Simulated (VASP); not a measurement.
# Cu (Fm-3m) in VASP: single point with PBE

Aim: the single point of Cu with PBE.

All numbers are computed with VASP 6.6.1; they aren't measurements. Logs are shortened: lines on timing, memory, paths and dates and some standing lists are left out, and cuts for length are marked.

**1. The cell of the first run**

It takes space group Fm-3m (No. 225, cubic). The conventional cell has a = 3.630 Å, b = 3.630 Å, c = 3.630 Å, α = 90.00°, β = 90.00°, γ = 90.00°. Within 3.4 Å of Cu (site symmetry m-3m) lie 12 Cu at 2.57 Å.

**2. Single point, PBE**

File INCAR:

```
SYSTEM = Cu
PREC = Accurate
ENCUT = 520
EDIFF = 1E-7
ISMEAR = 0
SIGMA = 0.1
LREAL = .False.
LASPH = .True.
NELM = 100
ALGO = Fast
ISIF = 2
LWAVE = .False.
LCHARG = .False.
GGA = PE
NBANDS = 12
```

File KPOINTS:

```
regular mesh
0
Gamma
  66 66 66
  0 0 0
```

File POSCAR:

```
Cu
1.0
    0.0000000000      1.8147690224      1.8147690224
    1.8147690224      0.0000000000      1.8147690224
    1.8147690224      1.8147690224      0.0000000000
Cu
1
Direct
    0.0000000000      0.0000000000      0.0000000000
```

Potentials or basis: VASP PAW PBE potentials, release 64 (Cu).

The run is started by

```sh
$ cat potpaw_PBE.64/Cu/POTCAR > POTCAR
$ mpirun -np 1 vasp_std > vasp.out
```

OUTCAR:

```text
SYSTEM = Cu
   PREC = Accurate
   ENCUT = 520
   EDIFF = 1E-7
   ISMEAR = 0
   LREAL = .False.
   LASPH = .True.
   NELM = 100
   ISIF = 2
   GGA = PE

 ion  position               nearest neighbor table
   1  0.000  0.000  0.000-

  LATTYP: Found a face centered cubic cell.
 ALAT       =     3.6295380448

  Lattice vectors:

 A1 = (   0.0000000000,   1.8147690224,   1.8147690224)
 A2 = (   1.8147690224,   0.0000000000,   1.8147690224)
 A3 = (   1.8147690224,   1.8147690224,   0.0000000000)

Analysis of symmetry for initial positions (statically):
=====================================================================
 Subroutine PRICEL returns:
 Original cell was already a primitive cell.

 Routine SETGRP: Setting up the symmetry group for a
 face centered cubic supercell.

 Subroutine GETGRP returns: Found 48 space group operations
 (whereof 48 operations were pure point group operations)
 out of a pool of 48 trial point group operations.

The static configuration has the point symmetry O_h .

Analysis of symmetry for dynamics (positions and initial velocities):
=====================================================================
 Subroutine PRICEL returns:
 Original cell was already a primitive cell.

 Routine SETGRP: Setting up the symmetry group for a
 face centered cubic supercell.

 Subroutine GETGRP returns: Found 48 space group operations
 (whereof 48 operations were pure point group operations)
 out of a pool of 48 trial point group operations.

The dynamic configuration has the point symmetry O_h .

 Subroutine INISYM returns: Found 48 space group operations
 (whereof 48 operations are pure point group operations),
 and found     1 'primitive' translations

----------------------------------------------------------------------------------------

                                     Primitive cell

  volume of cell :      11.9535

  direct lattice vectors                    reciprocal lattice vectors
     0.000000000  1.814769022  1.814769022    -0.275517156  0.275517156  0.275517156
     1.814769022  0.000000000  1.814769022     0.275517156 -0.275517156  0.275517156
     1.814769022  1.814769022  0.000000000     0.275517156  0.275517156 -0.275517156

  length of vectors
     2.566470964  2.566470964  2.566470964     0.477209713  0.477209713  0.477209713

  position of ions in fractional coordinates (direct lattice)
     0.000000000  0.000000000  0.000000000

  ion indices of the primitive-cell ions
   primitive index   ion index
                 1           1

----------------------------------------------------------------------------------------

 KPOINTS: regular mesh

Automatic generation of k-mesh.
 Grid dimensions read from file:
 generate k-points for:   66   66   66

 Generating k-lattice:

  Cartesian coordinates                     Fractional coordinates (reciprocal lattice)
    -0.004174502  0.004174502  0.004174502     0.015151515  0.000000000  0.000000000
     0.004174502 -0.004174502  0.004174502     0.000000000  0.015151515  0.000000000
     0.004174502  0.004174502 -0.004174502     0.000000000  0.000000000  0.015151515

  Length of vectors
     0.007230450  0.007230450  0.007230450

  Shift w.r.t. Gamma in fractional coordinates (k-lattice)
     0.000000000  0.000000000  0.000000000

 Subroutine IBZKPT returns following result:
 ===========================================

 Found   6851 irreducible k-points:

 Following reciprocal coordinates:
            Coordinates               Weight
  0.000000  0.000000  0.000000      1.000000
  0.015152  0.000000  0.000000      8.000000
  0.030303  0.000000  0.000000      8.000000
  0.045455  0.000000  0.000000      8.000000
  0.060606  0.000000  0.000000      8.000000
  0.075758  0.000000  0.000000      8.000000
[... 16 lines left out ...]
  0.333333  0.000000  0.000000      8.000000
  0.348485  0.000000  0.000000      8.000000
 [... further k-points ...]
   k-points           NKPTS =   6851   k-points in BZ     NKDIM =   6851   number of bands    NBANDS=     12
   number of dos      NEDOS =    301   number of ions     NIONS =      1
   total plane-waves  NPLWV =   8000
   dimension x,y,z NGX =    20 NGY =   20 NGZ =   20
   dimension x,y,z NGXF=    40 NGYF=   40 NGZF=   40
   ions per type =               1
   NGX,Y,Z   is equivalent  to a cutoff of  12.96, 12.96, 12.96 a.u.
   NGXF,Y,Z  is equivalent  to a cutoff of  25.91, 25.91, 25.91 a.u.
 SYSTEM =  Cu
   PREC   = accura    normal or accurate (medium, high low for compatibility)
   ISTART =      0    job   : 0-new  1-cont  2-samecut
   ICHARG =      2    charge: 1-file 2-atom 10-const
   ISPIN  =      1    spin polarized calculation?
   LNONCOLLINEAR =      F non collinear calculations
   LSORBIT =      F    spin-orbit coupling
   LASPH  =      T    aspherical Exc in radial PAW
   ENCUT  =  520.0 eV  38.22 Ry    6.18 a.u.   4.77  4.77  4.77*2*pi/ulx,y,z
   NELM   =    100;   NELMIN=  2; NELMDL= -5     # of ELM steps
   EDIFF  = 0.1E-06   stopping-criterion for ELM
   LREAL  =      F    real-space projection
   EDIFFG = 0.1E-05   stopping-criterion for IOM
   NSW    =      0    number of steps for IOM
   IBRION =     -1    ionic relax: 0-MD 1-quasi-New 2-CG
   NFREE  =      0    steps in history (QN), initial steepest desc. (CG)
   ISIF   =      2    stress and relaxation
   ISYM   =      2    0-nonsym 1-usesym 2-fastsym
   POTIM  = 0.5000    time-step for ionic-motion
   TEBEG  =    0.0;   TEEND  =   0.0 temperature during run
   PSTRESS=    0.0 pullay stress
   NELECT =      11.0000    total number of electrons
   NUPDOWN=      -1.0000    fix difference up-down
   EMIN   =  10.00;   EMAX   =-10.00  energy-range for DOS
   EFERMI =   0.00;   METHOD = LEGACY
   ISMEAR =     0;   SIGMA  =   0.10  broadening in eV -4-tet -1-fermi 0-gaus
   EFERMI_NEDOS =   21; number of points for ismear=-14 and -15
   IALGO  =     68    algorithm
   IMIX   =      4    mixing-type and parameters
     AMIX     =   0.40;   BMIX     =  1.00
     AMIX_MAG =   1.60;   BMIX_MAG =  1.00
  volume/ion in A,a.u.               =      11.95        80.67
  Fermi-wavevector in a.u.,A,eV,Ry     =   1.592359  3.009123 34.499038  2.535608
  Thomas-Fermi vector in A             =   2.690757
   LORBIT       =      0    0 simple, 1 ext, 2 COOP (PROOUT), +10 PAW based schemes
   GGA     = PE    functional components
   LHFCALC =     F    Hartree Fock is set to
   AEXX    =    0.0000 exact exchange contribution
   IVDW    =     0    specifies the selected vdW correction
   LEPSILON=     F    determine dielectric tensor
   LRPA    =     F    only Hartree local field effects (RPA)
 non-spin polarized calculation
 RMM-DIIS sequential band-by-band and
 Gauss-broadening in eV      SIGMA  =   0.10
  energy-cutoff  :      520.00
  volume of cell :       11.95
 maximum number of plane-waves:       332
   NGX =  9   NGY =  9   NGZ =  9

 number of electron      10.9999997 magnetization

 Free energy of the ion-electron system (eV)
  ---------------------------------------------------
  ext. energy  EPLUGINS =         0.00000000
  ---------------------------------------------------
  free energy    TOTEN  =        -3.72845339 eV

  energy without entropy =       -3.72698192  energy(sigma->0) =       -3.72771766

 E-fermi :   7.4525     XC(G=0): -12.6562

 val. band max:        7.4522399584   @ k =   0.5000   0.3333   0.1364
 cond. band min:       7.4536189918   @ k =  -0.2273   0.2879   0.1061
 fundamental gap:      0.0013790334
 Fermi energy:         7.4524988762

 k-point     1 :       0.0000    0.0000    0.0000
  band No.  band energies     occupation
      1      -1.8228      2.00000
      2       4.4458      2.00000
      3       4.4458      2.00000
      4       4.4458      2.00000
      5       5.2524      2.00000
      6       5.2524      2.00000
      7      29.9348      0.00000
      8      32.4856      0.00000
      9      32.4856      0.00000
     10      32.4856      0.00000
     11      34.9682      0.00000
     12      34.9682      0.00000

 k-point     2 :       0.0152    0.0000    0.0000
  band No.  band energies     occupation
      1      -1.8145      2.00000
      2       4.4440      2.00000
      3       4.4474      2.00000
      4       4.4474      2.00000
      5       5.2518      2.00000
      6       5.2518      2.00000
      7      29.9007      0.00000
      8      32.2875      0.00000
      9      32.4530      0.00000
     10      32.4530      0.00000
     11      35.0128      0.00000
     12      35.1466      0.00000

 k-point     3 :       0.0303    0.0000    0.0000
  band No.  band energies     occupation
      1      -1.7896      2.00000
      2       4.4387      2.00000
      3       4.4522      2.00000
      4       4.4522      2.00000
      5       5.2498      2.00000
      6       5.2498      2.00000
      7      29.7831      0.00000
      8      31.8487      0.00000
      9      32.3618      0.00000
     10      32.3618      0.00000
     11      35.1402      0.00000
     12      35.1402      0.00000
[... 286 lines left out ...]
 k-point    23 :       0.3333    0.0000    0.0000
  band No.  band energies     occupation
      1       1.5206      2.00000
      2       4.4497      2.00000
      3       4.5247      2.00000
      4       4.5247      2.00000
      5       5.5460      2.00000
      6       5.5460      2.00000
      7      15.9685      0.00000
      8      29.1373      0.00000
      9      29.6044      0.00000
     10      29.6044      0.00000
     11      33.9534      0.00000
     12      33.9534      0.00000

 k-point    24 :       0.3485    0.0000    0.0000
  band No.  band energies     occupation
      1       1.7094      2.00000
      2       4.5085      2.00000
      3       4.5085      2.00000
      4       4.5726      2.00000
      5       5.5857      2.00000
      6       5.5857      2.00000
      7      15.3286      0.00000
      8      29.0258      0.00000
      9      29.5470      0.00000
     10      29.5470      0.00000
     11      33.6873      0.00000
     12      33.6873      0.00000

 [... further k-points ...]

------------------------ aborting loop because EDIFF is reached ----------------------------------------

  FORCE on cell =-STRESS in cart. coord.  units (eV):
  Direction    XX          YY          ZZ          XY          YZ          ZX
  --------------------------------------------------------------------------------------
  -------------------------------------------------------------------------------------
  Total        0.0350146      0.0350146      0.0350146      0.0000000      0.0000000     -0.0000000
  in kB        4.6931572      4.6931572      4.6931572      0.0000000      0.0000000     -0.0000000
  external PRESSURE =       4.6931572 kB  Pullay stress =       0.0000000 kB

 VOLUME and BASIS-vectors are now :
 -----------------------------------------------------------------------------
  energy-cutoff  :      520.00
  volume of cell :       11.95
      direct lattice vectors                 reciprocal lattice vectors
     0.000000000  1.814769022  1.814769022    -0.275517156  0.275517156  0.275517156
     1.814769022  0.000000000  1.814769022     0.275517156 -0.275517156  0.275517156
     1.814769022  1.814769022  0.000000000     0.275517156  0.275517156 -0.275517156

 POSITION                                       TOTAL-FORCE (eV/Angst)
 -----------------------------------------------------------------------------------
      0.00000      0.00000      0.00000        -0.000000     -0.000000      0.000000
 -----------------------------------------------------------------------------------
    total drift:                                0.000000      0.000000      0.000000

  FREE ENERGIE OF THE ION-ELECTRON SYSTEM (eV)
  ---------------------------------------------------
  free  energy   TOTEN  =        -3.7284533870 eV

  energy  without entropy=       -3.7269819243  energy(sigma->0) =       -3.72771766
```

Run time: 8 min. Hardware: 1 thread of Intel Xeon 6975P-C (Granite Rapids), shared host; peak memory 0.99 GiB.

Results:

```
Free energy            : -3.7285 eV
Pressure               : 0.5 GPa
Band gap on the k mesh : zero (an odd number of electrons rules out a gap without spin polarisation)
```
